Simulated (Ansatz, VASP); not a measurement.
**Two plane-wave programs on WC**

The input INCAR:

```
SYSTEM = WC
PREC     = Accurate       ! precision mode
ENCUT    = 520            ! plane-wave cutoff, eV
EDIFF    = 1E-6           ! SCF threshold, eV
ISMEAR   = 0              ! smearing method
SIGMA    = 0.15           ! smearing width, eV
LREAL    = .FALSE.        ! projectors in reciprocal space
LASPH    = .TRUE.         ! aspherical terms in the spheres
NELM     = 60             ! most SCF steps
ALGO     = Normal         ! electronic algorithm
ISIF     = 2              ! what is computed and relaxed
LWAVE    = .FALSE.        ! write WAVECAR
LCHARG   = .TRUE.         ! write CHGCAR
GGA      = PS             ! functional
LELF     = .TRUE.         ! ELF
LVHAR    = .TRUE.       
NBANDS   = 16             ! bands
```

The input KPOINTS:

```
Automatic mesh
0
G
  18 18 18
  0 0 0
```

Contents of POSCAR:

```
WC
1.0
    0.0000000000      2.1049766400      2.2803913600
    2.1049766400      0.0000000000      2.2803913600
    2.1049766400      2.1049766400      0.0000000000
W C
1 1
Direct
    0.0000000000      0.0000000000      0.0000000000
    0.5000000000      0.5000000000      0.5000000000
```

Input for Ansatz:

```yaml
crystal:
  lattice:
    - [0.0, 2.10497664, 2.28039136]
    - [2.10497664, 0.0, 2.28039136]
    - [2.10497664, 2.10497664, 0.0]
  atoms:
    - { symbol: W, position: [0.0, 0.0, 0.0] }
    - { symbol: C, position: [0.5, 0.5, 0.5] }
basis:
  ecutwfc: 420
kpoints:
  mp_grid: { grid: [18, 18, 18] }
hamiltonian:
  xc: pbesol
scf:
  occupations: { method: gaussian, width: 0.15 }
output:
  forces: true
  stress: true
  eigenvalues: true
```

Change from the starting cell: strain -0.040 along x and y, +0.040 along z, atoms carried along.

Alike in both runs: task single point; functional PBEsol; k mesh 18 × 18 × 18; occupations gaussian, width 0.15 eV; no spin polarisation.

```csv
,VASP,Ansatz
version,VASP 6.6.1,Ansatz 0.2.0
potentials or method,"VASP PAW PBE potentials, release 64 (W_sv, C), cutoff 520 eV","scalar-relativistic, plane waves, PAW"
valence electrons in the cell,18,18
```

VASP gave:

```
gap on the k mesh at the Fermi level (eV)                     : none
pressure (GPa)                                                : 12.7
traceless stress, the component that is largest in VASP (GPa) : -31.04
```

Problem. Estimate Ansatz's values.

Solution. gap on the k mesh at the Fermi level (eV): none; pressure (GPa): 11.4; traceless stress, the component that is largest in VASP (GPa): -30.82.

VASP's potentials were made for PBE, not for PBEsol. A gap of «none» marks a metal or a gap that the smearing closes. With one functional, cell and mesh, what is left measures potentials, basis and numerics.

Neither program's run includes spin-orbit coupling.
